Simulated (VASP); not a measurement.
# ZrBiBr (Pnma) in VASP: relaxation of cell and atoms with PBE

Aim: the relaxation of cell and atoms of ZrBiBr with PBE.

Program: VASP 6.6.1. These are calculated values, not measurements. Logs are shortened: lines on timing, memory, paths and dates and some standing lists are left out, and cuts for length are marked.

**1. The cell of the first run**

The structure is orthorhombic, space group Pnma (No. 62). The conventional cell has a = 7.949 Å, b = 3.974 Å, c = 9.614 Å, α = 90.00°, β = 90.00°, γ = 90.00°. Within 3.5 Å of Bi (site symmetry m) lie 4 Zr at 2.65 to 3.38 Å and 2 Br at 2.83 Å. Within 3.5 Å of Zr (site symmetry m) lie 4 Bi at 2.65 to 3.38 Å and 3 Br at 3.27 to 3.31 Å. Br (site symmetry m) has 4 Bi at 2.83 to 3.65 Å and 6 Zr at 3.27 to 3.78 Å within 3.8 Å.

**2. Relaxation of cell and atoms, PBE**

File INCAR:

```
PREC = Accurate ; ENCUT = 500
EDIFF = 1E-7 ; ISMEAR = -1
SIGMA = 0.0986 ; LREAL = F
LASPH = T ; NELM = 120
ALGO = Normal ; ISIF = 3
LWAVE = F ; LCHARG = F
GGA = PE ; IBRION = 2
NSW = 80 ; EDIFFG = -0.03
GGA_COMPAT = F ; NELMIN = 4
KPAR = 4
```

File KPOINTS:

```
Automatic mesh
0
Gamma
  4 3 7
```

File POSCAR:

```
ZrBiBr
1.0
    7.9487180000      0.0000000000      0.0000000000
    0.0000000000      9.6137870000      0.0000000000
    0.0000000000      0.0000000000      3.9743590000
Bi Zr Br
4 4 4
Direct
    0.1380000000      0.1350000000      0.2500000000
    0.8620000000      0.8650000000      0.7500000000
    0.6380000000      0.3650000000      0.2500000000
    0.3620000000      0.6350000000      0.7500000000
    0.8000000000      0.0400000000      0.2500000000
    0.2000000000      0.9600000000      0.7500000000
    0.3000000000      0.4600000000      0.2500000000
    0.7000000000      0.5400000000      0.7500000000
    0.4800000000      0.8200000000      0.2500000000
    0.5200000000      0.1800000000      0.7500000000
    0.9800000000      0.6800000000      0.2500000000
    0.0200000000      0.3200000000      0.7500000000
```

Potentials or basis: VASP PAW PBE potentials, release 64 (Bi_d, Zr_sv, Br).

The run is started by

```console
$ cat potpaw_PBE.64/Bi_d/POTCAR potpaw_PBE.64/Zr_sv/POTCAR potpaw_PBE.64/Br/POTCAR > POTCAR
$ mpirun -np 4 vasp_std > vasp.out
```

OUTCAR:

```text
PREC = Accurate
   ENCUT = 500
   EDIFF = 1E-7
   ISMEAR = -1
   LREAL = F
   LASPH = T
   NELM = 120
   ISIF = 3
   GGA = PE
   IBRION = 2
   NSW = 80
   EDIFFG = -0.03
   NELMIN = 4

 ion  position               nearest neighbor table
   1  0.138  0.135  0.250-   6 2.65   6 2.65  12 2.83  12 2.83   5 2.84   7 3.38
   2  0.862  0.865  0.750-   5 2.65   5 2.65  11 2.83  11 2.83   6 2.84   8 3.38
   3  0.638  0.365  0.250-   8 2.65   8 2.65  10 2.83  10 2.83   7 2.84   5 3.38
   4  0.362  0.635  0.750-   7 2.65   7 2.65   9 2.83   9 2.83   8 2.84   6 3.38
   5  0.800  0.040  0.250-   2 2.65   2 2.65   1 2.84  10 3.27  10 3.27   9 3.31   3 3.38   6 3.83
                             6 3.83
   6  0.200  0.960  0.750-   1 2.65   1 2.65   2 2.84   9 3.27   9 3.27  10 3.31   4 3.38   5 3.83
                             5 3.83
   7  0.300  0.460  0.250-   4 2.65   4 2.65   3 2.84  12 3.27  12 3.27  11 3.31   1 3.38   8 3.83
                             8 3.83
   8  0.700  0.540  0.750-   3 2.65   3 2.65   4 2.84  11 3.27  11 3.27  12 3.31   2 3.38   7 3.83
                             7 3.83
   9  0.480  0.820  0.250-   4 2.83   4 2.83   6 3.27   6 3.27   5 3.31
  10  0.520  0.180  0.750-   3 2.83   3 2.83   5 3.27   5 3.27   6 3.31
  11  0.980  0.680  0.250-   2 2.83   2 2.83   8 3.27   8 3.27   7 3.31
  12  0.020  0.320  0.750-   1 2.83   1 2.83   7 3.27   7 3.27   8 3.31

  LATTYP: Found a simple orthorhombic cell.
 ALAT       =     3.9743590000
 B/A-ratio  =     2.0000000000
 C/A-ratio  =     2.4189528425

  Lattice vectors:

 A1 = (   0.0000000000,   0.0000000000,   3.9743590000)
 A2 = (   7.9487180000,   0.0000000000,   0.0000000000)
 A3 = (   0.0000000000,   9.6137870000,   0.0000000000)

Analysis of symmetry for initial positions (statically):
=====================================================================
 Subroutine PRICEL returns:
 Original cell was already a primitive cell.

 Routine SETGRP: Setting up the symmetry group for a
 simple orthorhombic supercell.

 Subroutine GETGRP returns: Found  8 space group operations
 (whereof  2 operations were pure point group operations)
 out of a pool of  8 trial point group operations.

The static configuration has the point symmetry S_2 .
 The point group associated with its full space group is D_2h.

Analysis of symmetry for dynamics (positions and initial velocities):
=====================================================================
 Subroutine PRICEL returns:
 Original cell was already a primitive cell.

 Routine SETGRP: Setting up the symmetry group for a
 simple orthorhombic supercell.

 Subroutine GETGRP returns: Found  8 space group operations
 (whereof  2 operations were pure point group operations)
 out of a pool of  8 trial point group operations.

The dynamic configuration has the point symmetry S_2 .
 The point group associated with its full space group is D_2h.

 Subroutine INISYM returns: Found  8 space group operations
 (whereof  2 operations are pure point group operations),
 and found     1 'primitive' translations

----------------------------------------------------------------------------------------

                                     Primitive cell

  volume of cell :     303.7097

  direct lattice vectors                    reciprocal lattice vectors
     7.948718000  0.000000000  0.000000000     0.125806451  0.000000000  0.000000000
     0.000000000  9.613787000  0.000000000     0.000000000  0.104017283  0.000000000
     0.000000000  0.000000000  3.974359000     0.000000000  0.000000000  0.251612902

  length of vectors
     7.948718000  9.613787000  3.974359000     0.125806451  0.104017283  0.251612902

  position of ions in fractional coordinates (direct lattice)
     0.138000000  0.135000000  0.250000000
     0.862000000  0.865000000  0.750000000
     0.638000000  0.365000000  0.250000000
     0.362000000  0.635000000  0.750000000
     0.800000000  0.040000000  0.250000000
     0.200000000  0.960000000  0.750000000
     0.300000000  0.460000000  0.250000000
     0.700000000  0.540000000  0.750000000
     0.480000000  0.820000000  0.250000000
     0.520000000  0.180000000  0.750000000
     0.980000000  0.680000000  0.250000000
     0.020000000  0.320000000  0.750000000

  ion indices of the primitive-cell ions
   primitive index   ion index
                 1           1
                 2           2
[... 25 lines left out ...]

  Length of vectors
     0.031451613  0.034672428  0.035944700

  Shift w.r.t. Gamma in fractional coordinates (k-lattice)
     0.000000000  0.000000000  0.000000000

 Subroutine IBZKPT returns following result:
 ===========================================

 Found     24 irreducible k-points:

 Following reciprocal coordinates:
            Coordinates               Weight
  0.000000  0.000000  0.000000      1.000000
  0.250000  0.000000  0.000000      2.000000
  0.500000  0.000000  0.000000      1.000000
  0.000000  0.333333  0.000000      2.000000
  0.250000  0.333333  0.000000      4.000000
  0.500000  0.333333  0.000000      2.000000
[... 16 lines left out ...]
  0.250000  0.333333  0.428571      8.000000
  0.500000  0.333333  0.428571      4.000000
   k-points           NKPTS =     24   k-points in BZ     NKDIM =     24   number of bands    NBANDS=     81
   number of dos      NEDOS =    301   number of ions     NIONS =     12
   total plane-waves  NPLWV = 126000
   dimension x,y,z NGX =    60 NGY =   70 NGZ =   30
   dimension x,y,z NGXF=   120 NGYF=  140 NGZF=   60
   ions per type =               4   4   4
   NGX,Y,Z   is equivalent  to a cutoff of  12.55, 12.10, 12.55 a.u.
   NGXF,Y,Z  is equivalent  to a cutoff of  25.10, 24.21, 25.10 a.u.
 SYSTEM =  unknown system
   PREC   = accura    normal or accurate (medium, high low for compatibility)
   ISTART =      0    job   : 0-new  1-cont  2-samecut
   ICHARG =      2    charge: 1-file 2-atom 10-const
   ISPIN  =      1    spin polarized calculation?
   LNONCOLLINEAR =      F non collinear calculations
   LSORBIT =      F    spin-orbit coupling
   LASPH  =      T    aspherical Exc in radial PAW
   ENCUT  =  500.0 eV  36.75 Ry    6.06 a.u.  14.49 17.53  7.25*2*pi/ulx,y,z
   NELM   =    120;   NELMIN=  4; NELMDL= -5     # of ELM steps
   EDIFF  = 0.1E-06   stopping-criterion for ELM
   LREAL  =      F    real-space projection
   EDIFFG = -.3E-01   stopping-criterion for IOM
   NSW    =     80    number of steps for IOM
   IBRION =      2    ionic relax: 0-MD 1-quasi-New 2-CG
   NFREE  =      1    steps in history (QN), initial steepest desc. (CG)
   ISIF   =      3    stress and relaxation
   ISYM   =      2    0-nonsym 1-usesym 2-fastsym
   POTIM  = 0.5000    time-step for ionic-motion
   TEBEG  =    0.0;   TEEND  =   0.0 temperature during run
   PSTRESS=    0.0 pullay stress
   NELECT =     136.0000    total number of electrons
   NUPDOWN=      -1.0000    fix difference up-down
   EMIN   =  10.00;   EMAX   =-10.00  energy-range for DOS
   EFERMI =   0.00;   METHOD = LEGACY
   ISMEAR =    -1;   SIGMA  =   0.10  broadening in eV -4-tet -1-fermi 0-gaus
   EFERMI_NEDOS =   21; number of points for ismear=-14 and -15
   IALGO  =     38    algorithm
   IMIX   =      4    mixing-type and parameters
     AMIX     =   0.40;   BMIX     =  1.00
     AMIX_MAG =   1.60;   BMIX_MAG =  1.00
  volume/ion in A,a.u.               =      25.31       170.79
  Fermi-wavevector in a.u.,A,eV,Ry     =   1.252473  2.366830 21.343291  1.568688
  Thomas-Fermi vector in A             =   2.386371
   LORBIT       =      0    0 simple, 1 ext, 2 COOP (PROOUT), +10 PAW based schemes
   GGA     = PE    functional components
   LHFCALC =     F    Hartree Fock is set to
   AEXX    =    0.0000 exact exchange contribution
   IVDW    =     0    specifies the selected vdW correction
   LEPSILON=     F    determine dielectric tensor
   LRPA    =     F    only Hartree local field effects (RPA)
 conjugate gradient relaxation of ions
 non-spin polarized calculation
  energy-cutoff  :      500.00
  volume of cell :      303.71
 maximum number of plane-waves:      7755
 NGX is ok and might be reduce to    60
   NGX = 29   NGY = 35   NGZ = 15

--------------------------------------- Ionic step        1  -------------------------------------------

 number of electron     135.9999981 magnetization

 Free energy of the ion-electron system (eV)
  ---------------------------------------------------
  ext. energy  EPLUGINS =         0.00000000
  ---------------------------------------------------
  free energy    TOTEN  =       -50.46563985 eV

  energy without entropy =      -50.24975638  energy(sigma->0) =      -50.35769811

 E-fermi :   7.6918     XC(G=0): -10.2972

 val. band max:        7.6804219239   @ k =   0.0000   0.0000   0.2857
 cond. band min:       7.7097430977   @ k =   0.0000   0.0000   0.4286
 fundamental gap:      0.0293211739
 Fermi energy:         7.6918494203
[... 1990 lines left out ...]
     79       9.6604      0.00000
     80       9.6617      0.00000
 [bands above 80 left out]

------------------------ aborting loop because EDIFF is reached ----------------------------------------

  FORCE on cell =-STRESS in cart. coord.  units (eV):
  Direction    XX          YY          ZZ          XY          YZ          ZX
  --------------------------------------------------------------------------------------
  -------------------------------------------------------------------------------------
  Total        6.8368340     45.7529020     52.5633752      0.0000000      0.0000000      0.0000000
  in kB       36.0667442    241.3629186    277.2905998      0.0000000      0.0000000      0.0000000
  external PRESSURE =     184.9067542 kB  Pullay stress =       0.0000000 kB
[... 2033 lines left out ...]
     79       4.9198      0.00000
     80       4.9198      0.00000
 [bands above 80 left out]

------------------------ aborting loop because EDIFF is reached ----------------------------------------

  FORCE on cell =-STRESS in cart. coord.  units (eV):
  Direction    XX          YY          ZZ          XY          YZ          ZX
  --------------------------------------------------------------------------------------
  -------------------------------------------------------------------------------------
  Total      -24.1899136    -22.6560018    -20.0059998      0.0000000      0.0000000      0.0000000
  in kB      -86.6012925    -81.1097994    -71.6226385      0.0000000      0.0000000      0.0000000
  external PRESSURE =     -79.7779101 kB  Pullay stress =       0.0000000 kB
[... 73 lines left out ...]
  FREE ENERGIE OF THE ION-ELECTRON SYSTEM (eV)
  ---------------------------------------------------
  free  energy   TOTEN  =       -57.2177517593 eV

  energy  without entropy=      -57.1226985396  energy(sigma->0) =      -57.17022515

[... ionic steps 4 to 71 ...]

--------------------------------------- Ionic step       72  -------------------------------------------

 number of electron     136.0000019 magnetization

------------------------ aborting loop because EDIFF is reached ----------------------------------------
[... 87 lines left out ...]
--------------------------------------- Ionic step       74  -------------------------------------------

 number of electron     135.9999934 magnetization

 Free energy of the ion-electron system (eV)
  ---------------------------------------------------
  ext. energy  EPLUGINS =         0.00000000
  ---------------------------------------------------
  free energy    TOTEN  =       -63.54762107 eV

  energy without entropy =      -63.34035833  energy(sigma->0) =      -63.44398970

 E-fermi :   5.6977     XC(G=0):  -9.4760

 val. band max:        5.6856893221   @ k =   0.0000   0.3333   0.0000
 cond. band min:       5.7093703618   @ k =   0.5000   0.3333   0.1429
 fundamental gap:      0.0236810397
 Fermi energy:         5.6976653480
[... 1026 lines left out ...]
     28     -16.3238      2.00000
     29     -16.2418      2.00000
     30     -16.2381
```

Run time: 1.5 h. Hardware: 4 MPI ranks of Intel Xeon 6975P-C (Granite Rapids), shared host; peak memory 0.69 GiB.

Results:

* Free energy: -63.5476 eV
* Relaxed volume: 29.78 Å³/atom
* Relaxed cell: a = 7.126 Å, b = 14.739 Å, c = 3.402 Å, α = 90.00°, β = 90.00°, γ = 90.00°
* Space group after relaxing (to 0.1 Å): Pnma (No. 62)
* Energy gained by relaxing: 1090.2 meV/atom
* Ionic steps: 74
* Pressure after relaxing: 0.0 GPa
* Largest force after relaxing: 0.023 eV/Å
* Band gap on the k mesh: zero (bands 68 and 69 overlap by 0.49 eV)

Forces on the atoms (eV/Å):
```
Bi   0.008  0.005  0.000
Bi  -0.008 -0.005  0.000
Bi   0.008 -0.005  0.000
Bi  -0.008  0.005  0.000
Zr  -0.012 -0.010  0.000
Zr   0.012  0.010  0.000
Zr  -0.012  0.010  0.000
Zr   0.012 -0.010  0.000
Br  -0.019  0.014  0.000
Br   0.019 -0.014  0.000
Br  -0.019 -0.014  0.000
Br   0.019  0.014  0.000
```

The path:
| step | energy change (eV) | largest force (eV/Å) | pressure (GPa) | volume (Å³) |
| --- | --- | --- | --- | --- |
| 1 | 0.0000 | 4.1124 | 18.49 | 303.71 |
| 3 | -6.7521 | 1.8554 | -3.33 | 385.25 |
| 5 | -8.2689 | 1.6506 | -1.73 | 363.58 |
| 7 | -9.8819 | 1.0166 | 1.33 | 337.95 |
| 9 | -10.2504 | 0.4228 | -0.43 | 345.75 |
| 11 | -10.3762 | 0.3369 | -0.62 | 345.55 |
| 13 | -10.4598 | 0.2357 | 0.17 | 341.14 |
| 15 | -10.5090 | 0.0955 | -0.07 | 344.96 |
| 17 | -10.5152 | 0.0907 | 0.19 | 344.45 |
| 19 | -10.5197 | 0.0850 | 0.16 | 345.00 |
| 21 | -10.5252 | 0.1854 | -0.28 | 350.80 |
| 23 | -10.5346 | 0.1414 | -0.12 | 348.61 |
| 25 | -10.5686 | 0.1249 | -0.24 | 350.56 |
| 27 | -10.5719 | 0.5176 | -0.52 | 357.01 |
| 29 | -10.6104 | 0.2621 | -0.35 | 354.30 |
| 31 | -10.6706 | 0.3955 | 0.29 | 353.18 |
| 33 | -11.0386 | 1.1524 | 2.54 | 342.02 |
| 35 | -11.0455 | 1.2982 | 2.53 | 342.22 |
| 37 | -11.0778 | 1.2724 | 2.38 | 342.93 |
| 39 | -11.2114 | 1.1591 | 1.73 | 346.13 |
| 41 | -11.5653 | 0.7396 | -0.58 | 358.96 |
| 43 | -11.6489 | 0.8253 | -2.04 | 368.74 |
| 45 | -12.0041 | 0.8075 | -0.64 | 362.12 |
| 47 | -12.1077 | 0.6854 | 0.16 | 358.93 |
| 49 | -12.3106 | 0.5601 | 0.30 | 359.72 |
| 51 | -12.5122 | 0.5932 | -1.15 | 368.70 |
| 53 | -12.6190 | 0.8722 | 2.32 | 353.60 |
| 55 | -12.8032 | 0.4729 | 0.27 | 362.22 |
| 57 | -13.0058 | 0.3330 | 0.31 | 363.14 |
| 59 | -13.0474 | 0.2126 | -0.09 | 363.85 |
| 61 | -13.0647 | 0.1055 | -0.16 | 362.48 |
| 63 | -13.0713 | 0.0896 | 0.14 | 359.42 |
| 65 | -13.0742 | 0.0917 | 0.19 | 358.49 |
| 67 | -13.0760 | 0.1100 | -0.17 | 358.70 |
| 69 | -13.0778 | 0.0574 | -0.03 | 358.46 |
| 71 | -13.0792 | 0.0578 | 0.00 | 357.78 |
| 73 | -13.0813 | 0.0245 | 0.11 | 356.86 |
| 74 | -13.0820 | 0.0233 | 0.00 | 357.32 |

Final structure:
```
Bi Zr Br
1.0
     7.12562    0.00000    0.00000
     0.00000   14.73928    0.00000
     0.00000    0.00000    3.40218
Bi Zr Br
4 4 4
Direct
  0.06194 0.15272 0.25000
  0.93806 0.84728 0.75000
  0.56194 0.34728 0.25000
  0.43806 0.65272 0.75000
  0.77474 0.99897 0.25000
  0.22526 0.00103 0.75000
  0.27474 0.50103 0.25000
  0.72526 0.49897 0.75000
  0.43303 0.89379 0.25000
  0.56697 0.10621 0.75000
  0.93303 0.60621 0.25000
  0.06697 0.39379 0.75000
```

Caveat: the volume moved by over 15 % at a fixed basis, so the end points are rough; spin-orbit coupling is left out, which moves the levels of the heavy elements; this functional lacks dispersion, which binds layers or chains, so the pressure and a relaxed spacing across them are unreliable.

The gap in the log of VASP goes by the Fermi energy; the results here count the filled bands.